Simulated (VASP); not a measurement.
Runs of VASP 6.6.1 on K. The structure is that of space group Fm-3m (No. 225), or close to it. The cells are those of the table. 

| task | level | cell | k mesh for the DOS | occupations for the DOS | gap on the mesh (eV) | pressure (GPa) |
| --- | --- | --- | --- | --- | --- | --- |
| single point | PBEsol | a = 4.321 Å, angles 60.0°, 1 atom | - | - | none | 1.2 |
| single point | PBEsol | a = 4.494 Å, angles 60.0°, 1 atom | - | - | none | (b) |
| single point | PBEsol | a = 3.430 Å, angles 60.0°, 1 atom | - | - | none | (a) |
| single point | PBEsol | a = 3.695 Å, angles 60.0°, 1 atom | - | - | none | 8.8 |
| single point | PBEsol | a = 3.926 Å, angles 60.0°, 1 atom | - | - | none | 4.8 |
| single point | PBEsol | a = 4.133 Å, angles 60.0°, 1 atom | - | - | none | 2.5 |
| single point | PBEsol+D3(BJ) | a = 3.926 Å, angles 60.0°, 1 atom | - | - | none | 3.9 |

Alike in all rows: potentials or basis VASP PAW PBE potentials, release 64 (K_sv); no spin polarisation; k mesh 11 × 11 × 11; cutoff (eV) 520; smearing fermi-dirac 0.1 eV.

Fill in the values left out.

(a) 16.3; (b) 0.5.

Caveats: the PAW data sets were made with another functional, which shifts forces and pressure a little; three body term missing (some runs); pairwise dispersion overbinds metals, which lowers pressure and volume (some runs).

A gap of «none» marks levels without a gap at the run's occupations.
